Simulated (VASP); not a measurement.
# W (P-1) in VASP: single point with PBE

Aim: the single point of W with PBE.

All numbers are computed with VASP 6.6.1; they aren't measurements. Logs are shortened: lines on timing, memory, paths and dates and some standing lists are left out, and cuts for length are marked.

### 1 The cell of the first run

The typed cell holds 1 atom: a = 2.757 Å, b = 2.812 Å, c = 2.678 Å, α = 108.79°, β = 114.38°, γ = 108.09°.

### 2 Single point, PBE

INCAR

```
  PREC = Accurate
  ENCUT = 500
  EDIFF = 1E-6
  ISMEAR = 0
  SIGMA = 0.1
  LREAL = F
  LASPH = T
  NELM = 120
  ALGO = Normal
  ISIF = 2
  LWAVE = F
  LCHARG = F
  GGA = PE
  NBANDS = 13
  GGA_COMPAT = F
```

KPOINTS

```
regular mesh
0
Gamma
  4 4 4
```

POSCAR

```
W
1.0
   -1.6543036178      1.5071022002      1.6109878344
    1.6577104913     -1.5520034638      1.6592959716
    1.5384465249      1.4361463710     -1.6558890981
W
1
Direct
    0.0000000000      0.0000000000      0.0000000000
```

Potentials or basis: VASP PAW PBE potentials, release 64 (W_sv).

Launch:

```console
> cat potpaw_PBE.64/W_sv/POTCAR > POTCAR
> mpirun -np 1 vasp_std > vasp.out
```

OUTCAR:

```text
PREC = Accurate
   ENCUT = 500
   EDIFF = 1E-6
   ISMEAR = 0
   LREAL = F
   LASPH = T
   NELM = 120
   ISIF = 2
   GGA = PE

 ion  position               nearest neighbor table
   1  0.000  0.000  0.000-

  LATTYP: Found a triclinic cell.
 ALAT       =     2.6779288292
 B/A-ratio  =     1.7059818222
 C/A-ratio  =     1.0502403879
 COS(alpha) =     0.0013959818
 COS(beta)  =     0.3221384478
 COS(gamma) =     0.8353330508

  Lattice vectors:

 A1 = (   1.5384465249,   1.4361463710,  -1.6558890981)
 A2 = (   3.1927501427,  -0.0709558292,  -3.2668769325)
 A3 = (  -1.6577104913,   1.5520034638,  -1.6592959716)

Analysis of symmetry for initial positions (statically):
=====================================================================
 Subroutine PRICEL returns:
 Original cell was already a primitive cell.

 Routine SETGRP: Setting up the symmetry group for a
 triclinic supercell.

 Subroutine GETGRP returns: Found  2 space group operations
 (whereof  2 operations were pure point group operations)
 out of a pool of  2 trial point group operations.

The static configuration has the point symmetry S_2 .

Analysis of symmetry for dynamics (positions and initial velocities):
=====================================================================
 Subroutine PRICEL returns:
 Original cell was already a primitive cell.

 Routine SETGRP: Setting up the symmetry group for a
 triclinic supercell.

 Subroutine GETGRP returns: Found  2 space group operations
 (whereof  2 operations were pure point group operations)
 out of a pool of  2 trial point group operations.

The dynamic configuration has the point symmetry S_2 .

 Subroutine INISYM returns: Found  2 space group operations
 (whereof  2 operations are pure point group operations),
 and found     1 'primitive' translations

----------------------------------------------------------------------------------------

                                     Primitive cell

  volume of cell :      15.3567

  direct lattice vectors                    reciprocal lattice vectors
    -1.654303618  1.507102200  1.610987834     0.012174044  0.344976856  0.310507736
     1.657710491 -1.552003464  1.659295972     0.313165798  0.016990881  0.305690899
     1.538446525  1.436146371 -1.655889098     0.325654046  0.352648266  0.004502634

  length of vectors
     2.757418957  2.812469012  2.677928829     0.464297634  0.437959396  0.480032947

  position of ions in fractional coordinates (direct lattice)
     0.000000000  0.000000000  0.000000000

  ion indices of the primitive-cell ions
   primitive index   ion index
                 1           1

----------------------------------------------------------------------------------------

 KPOINTS: regular mesh

Automatic generation of k-mesh.
 Grid dimensions read from file:
 generate k-points for:    4    4    4

 Generating k-lattice:

  Cartesian coordinates                     Fractional coordinates (reciprocal lattice)
     0.003043511  0.086244214  0.077626934     0.250000000  0.000000000 -0.000000000
     0.078291450  0.004247720  0.076422725     0.000000000  0.250000000  0.000000000
     0.081413511  0.088162066  0.001125658    -0.000000000  0.000000000  0.250000000

  Length of vectors
     0.116074408  0.109489849  0.120008237

  Shift w.r.t. Gamma in fractional coordinates (k-lattice)
     0.000000000  0.000000000  0.000000000

 Subroutine IBZKPT returns following result:
 ===========================================

 Found     36 irreducible k-points:

 Following reciprocal coordinates:
            Coordinates               Weight
  0.000000  0.000000  0.000000      1.000000
  0.250000 -0.000000 -0.000000      2.000000
  0.500000 -0.000000 -0.000000      1.000000
  0.000000  0.250000 -0.000000      2.000000
  0.250000  0.250000 -0.000000      2.000000
  0.500000  0.250000 -0.000000      2.000000
[... 16 lines left out ...]
 -0.000000 -0.250000  0.250000      2.000000
  0.250000 -0.250000  0.250000      2.000000
 [... further k-points ...]
   k-points           NKPTS =     36   k-points in BZ     NKDIM =     36   number of bands    NBANDS=     13
   number of dos      NEDOS =    301   number of ions     NIONS =      1
   total plane-waves  NPLWV =   9600
   dimension x,y,z NGX =    20 NGY =   24 NGZ =   20
   dimension x,y,z NGXF=    40 NGYF=   48 NGZF=   40
   ions per type =               1
   NGX,Y,Z   is equivalent  to a cutoff of  12.06, 14.19, 12.42 a.u.
   NGXF,Y,Z  is equivalent  to a cutoff of  24.12, 28.37, 24.83 a.u.
 SYSTEM =  unknown system
   PREC   = accura    normal or accurate (medium, high low for compatibility)
   ISTART =      0    job   : 0-new  1-cont  2-samecut
   ICHARG =      2    charge: 1-file 2-atom 10-const
   ISPIN  =      1    spin polarized calculation?
   LNONCOLLINEAR =      F non collinear calculations
   LSORBIT =      F    spin-orbit coupling
   LASPH  =      T    aspherical Exc in radial PAW
   ENCUT  =  500.0 eV  36.75 Ry    6.06 a.u.   5.03  5.13  4.88*2*pi/ulx,y,z
   NELM   =    120;   NELMIN=  2; NELMDL= -5     # of ELM steps
   EDIFF  = 0.1E-05   stopping-criterion for ELM
   LREAL  =      F    real-space projection
   EDIFFG = 0.1E-04   stopping-criterion for IOM
   NSW    =      0    number of steps for IOM
   IBRION =     -1    ionic relax: 0-MD 1-quasi-New 2-CG
   NFREE  =      0    steps in history (QN), initial steepest desc. (CG)
   ISIF   =      2    stress and relaxation
   ISYM   =      2    0-nonsym 1-usesym 2-fastsym
   POTIM  = 0.5000    time-step for ionic-motion
   TEBEG  =    0.0;   TEEND  =   0.0 temperature during run
   PSTRESS=    0.0 pullay stress
   NELECT =      14.0000    total number of electrons
   NUPDOWN=      -1.0000    fix difference up-down
   EMIN   =  10.00;   EMAX   =-10.00  energy-range for DOS
   EFERMI =   0.00;   METHOD = LEGACY
   ISMEAR =     0;   SIGMA  =   0.10  broadening in eV -4-tet -1-fermi 0-gaus
   EFERMI_NEDOS =   21; number of points for ismear=-14 and -15
   IALGO  =     38    algorithm
   IMIX   =      4    mixing-type and parameters
     AMIX     =   0.40;   BMIX     =  1.00
     AMIX_MAG =   1.60;   BMIX_MAG =  1.00
  volume/ion in A,a.u.               =      15.36       103.63
  Fermi-wavevector in a.u.,A,eV,Ry     =   1.587393  2.999738 34.284179  2.519816
  Thomas-Fermi vector in A             =   2.686557
   LORBIT       =      0    0 simple, 1 ext, 2 COOP (PROOUT), +10 PAW based schemes
   GGA     = PE    functional components
   LHFCALC =     F    Hartree Fock is set to
   AEXX    =    0.0000 exact exchange contribution
   IVDW    =     0    specifies the selected vdW correction
   LEPSILON=     F    determine dielectric tensor
   LRPA    =     F    only Hartree local field effects (RPA)
 non-spin polarized calculation
 Gauss-broadening in eV      SIGMA  =   0.10
  energy-cutoff  :      500.00
  volume of cell :       15.36
 maximum number of plane-waves:       400
   NGX = 11   NGY = 11   NGZ =  9

 number of electron      13.9999999 magnetization

 Free energy of the ion-electron system (eV)
  ---------------------------------------------------
  ext. energy  EPLUGINS =         0.00000000
  ---------------------------------------------------
  free energy    TOTEN  =       -12.58855789 eV

  energy without entropy =      -12.58048388  energy(sigma->0) =      -12.58452088

 E-fermi :  12.0263     XC(G=0): -13.8016

 val. band max:       12.0145011780   @ k =   0.5000  -0.2500   0.2500
 cond. band min:      12.0367186507   @ k =   0.5000   0.2500   0.5000
 fundamental gap:      0.0222174727
 Fermi energy:        12.0262553178

 k-point     1 :       0.0000    0.0000    0.0000
  band No.  band energies     occupation
      1     -62.1442      2.00000
      2     -25.7699      2.00000
      3     -25.6598      2.00000
      4     -25.5345      2.00000
      5       2.1049      2.00000
      6       9.5317      2.00000
      7      11.1002      2.00000
      8      11.4132      2.00000
      9      13.4187      0.00000
     10      15.3152      0.00000
     11      25.7344      0.00000
     12      25.9799      0.00000
     13      28.2655      0.00000

 k-point     2 :       0.2500   -0.0000   -0.0000
  band No.  band energies     occupation
      1     -62.0539      2.00000
      2     -26.4049      2.00000
      3     -25.9798      2.00000
      4     -25.6822      2.00000
      5       4.7274      2.00000
      6       9.1832      2.00000
      7      10.2646      2.00000
      8      13.2162      0.00000
      9      13.7086      0.00000
     10      14.3639      0.00000
     11      26.4278      0.00000
     12      29.8900      0.00000
     13      31.3427      0.00000

 k-point     3 :       0.5000   -0.0000   -0.0000
  band No.  band energies     occupation
      1     -61.9626      2.00000
      2     -27.1522      2.00000
      3     -26.2211      2.00000
      4     -25.7106      2.00000
      5       5.4672      2.00000
      6       8.0273      2.00000
      7      13.1965      0.00000
      8      13.6569      0.00000
      9      16.0210      0.00000
     10      18.4337      0.00000
     11      23.0895      0.00000
     12      24.2128      0.00000
     13      28.7721      0.00000
[... 305 lines left out ...]
 k-point    23 :      -0.0000   -0.2500    0.2500
  band No.  band energies     occupation
      1     -62.0692      2.00000
      2     -26.4169      2.00000
      3     -25.9247      2.00000
      4     -25.5985      2.00000
      5       4.5854      2.00000
      6       8.9067      2.00000
      7       9.9792      2.00000
      8      13.4415      0.00000
      9      14.2343      0.00000
     10      14.6418      0.00000
     11      26.5773      0.00000
     12      29.2547      0.00000
     13      30.9829      0.00000

 k-point    24 :       0.2500   -0.2500    0.2500
  band No.  band energies     occupation
      1     -61.9839      2.00000
      2     -26.5303      2.00000
      3     -26.1935      2.00000
      4     -26.1704      2.00000
      5       7.1020      2.00000
      6       9.2080      2.00000
      7      10.7595      2.00000
      8      11.0205      2.00000
      9      12.9779      0.00000
     10      17.2555      0.00000
     11      26.3146      0.00000
     12      31.2566      0.00000
     13      32.2345      0.00000

 [... further k-points ...]
[... 5 lines left out ...]
  --------------------------------------------------------------------------------------
  -------------------------------------------------------------------------------------
  Total        1.6986220      2.7053600      1.5412035      1.7232129      0.7055542      0.1658828
  in kB      177.2180919    282.2515690    160.7945390    179.7836672     73.6108301     17.3066322
  external PRESSURE =     206.7547333 kB  Pullay stress =       0.0000000 kB

 VOLUME and BASIS-vectors are now :
 -----------------------------------------------------------------------------
  energy-cutoff  :      500.00
  volume of cell :       15.36
      direct lattice vectors                 reciprocal lattice vectors
    -1.654303618  1.507102200  1.610987834     0.012174044  0.344976856  0.310507736
     1.657710491 -1.552003464  1.659295972     0.313165798  0.016990881  0.305690899
     1.538446525  1.436146371 -1.655889098     0.325654046  0.352648266  0.004502634

 POSITION                                       TOTAL-FORCE (eV/Angst)
 -----------------------------------------------------------------------------------
      0.00000      0.00000      0.00000         0.000000      0.000000      0.000000
 -----------------------------------------------------------------------------------
    total drift:                                0.000000      0.000000     -0.000000

  FREE ENERGIE OF THE ION-ELECTRON SYSTEM (eV)
  ---------------------------------------------------
  free  energy   TOTEN  =       -12.5885578906 eV

  energy  without entropy=      -12.5804838780  energy(sigma->0) =      -12.58452088
```

Run time: 4.5 s. Hardware: 1 thread of Intel Xeon 6975P-C, shared host; peak memory 0.13 GiB.

What came out:

```yaml
Free_energy: -12.5886 eV
Pressure: 20.7 GPa
Band_gap_on_the_k_mesh: zero (band 7 reaches 16.47 eV, above the bottom of band 8 at 11.02 eV)
```

Levels at points of the mesh, in eV from the Fermi level:
```tsv
k point	band 4	band 5	band 6	band 7	band 8	band 9	band 10	band 11
(0.00, 0.00, 0.00)	-37.56	-9.92	-2.49	-0.93	-0.61	1.39	3.29	13.71
(0.50, 0.00, 0.00)	-37.74	-6.56	-4.00	1.17	1.63	3.99	6.41	11.06
(0.00, 0.50, 0.00)	-37.63	-6.56	-2.83	0.18	1.00	2.63	5.87	11.34
(0.50, 0.50, 0.00)	-37.67	-6.64	-4.52	0.44	3.10	4.61	5.89	10.90
(0.00, 0.00, 0.50)	-37.84	-6.57	-4.21	1.79	1.82	3.73	7.00	10.69
(0.50, 0.00, 0.50)	-37.59	-6.58	-2.95	0.19	1.13	2.69	6.11	11.08
(0.00, 0.50, 0.50)	-37.66	-6.59	-4.13	0.67	2.15	4.32	5.97	11.40
(0.50, 0.50, 0.50)	-38.41	-6.37	-6.02	4.45	5.14	6.43	7.26	7.82
```

Caveat: the k points lie up to 0.75 Å⁻¹ apart; spin-orbit coupling is left out, which moves the levels of the heavy elements.
